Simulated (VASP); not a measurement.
KF: single point with r2SCAN

KF:

```
CELL_PARAMETERS angstrom
0.12525 2.67350 2.67350
2.79875 0.00000 2.79875
2.67350 2.67350 0.12525
ATOMIC_POSITIONS crystal
K 0.00000 0.00000 0.00000
F 0.50000 0.50000 0.50000
```

This cell differs from its parent crystal: strain +0.0937 x Voigt [0, 0, 0, 0, 1, 0].

* Program: VASP 6.6.1
* Task: single point
* Functional: r2SCAN
* Potentials or basis: VASP PAW PBE potentials, release 64 (K_sv, F)
* Cutoff: 520 eV
* k mesh: 8 × 8 × 8
* Occupations: gaussian, width 0.05 eV
* Spin: no spin polarisation

- Pressure: -0.6 GPa
- Band gap on the k mesh: 6.76 eV, direct

Stress tensor (GPa, compression positive):
```
-0.59  0.00 -1.20
 0.00 -0.73  0.00
-1.20  0.00 -0.59
```

Levels at points of the mesh, in eV from the valence-band top:
| k point | band 4 | band 5 | band 6 | band 7 | band 8 | band 9 | band 10 | band 11 | band 12 | band 13 |
| --- | --- | --- | --- | --- | --- | --- | --- | --- | --- | --- |
| (0.00, 0.00, 0.00) | -9.71 | -9.68 | -0.09 | -0.06 | 0.00 | 6.76 | 10.90 | 11.33 | 11.89 | 13.28 |
| (0.50, 0.00, 0.00) | -9.76 | -9.74 | -0.83 | -0.49 | -0.39 | 9.70 | 11.34 | 12.57 | 13.25 | 15.08 |
| (0.00, 0.50, 0.00) | -9.72 | -9.71 | -0.82 | -0.39 | -0.27 | 9.48 | 11.05 | 12.43 | 13.14 | 15.03 |
| (0.50, 0.50, 0.00) | -9.91 | -9.90 | -0.28 | -0.12 | -0.11 | 8.69 | 11.08 | 12.41 | 14.39 | 14.99 |
| (0.50, 0.00, 0.50) | -9.95 | -9.86 | -0.27 | -0.16 | -0.05 | 8.70 | 11.15 | 12.35 | 14.58 | 15.02 |

Wall time 3.7 min on 1 thread of AMD EPYC 7R43 64-Core Processor (Zen 3), on a shared host, peak memory 0.17 GiB.

Caveat: the cell differs from its parent crystal (strain +0.0937 x Voigt [0, 0, 0, 0, 1, 0]); the PAW data sets were made with another functional, which shifts forces and pressure a little. A k mesh can miss the band edges.
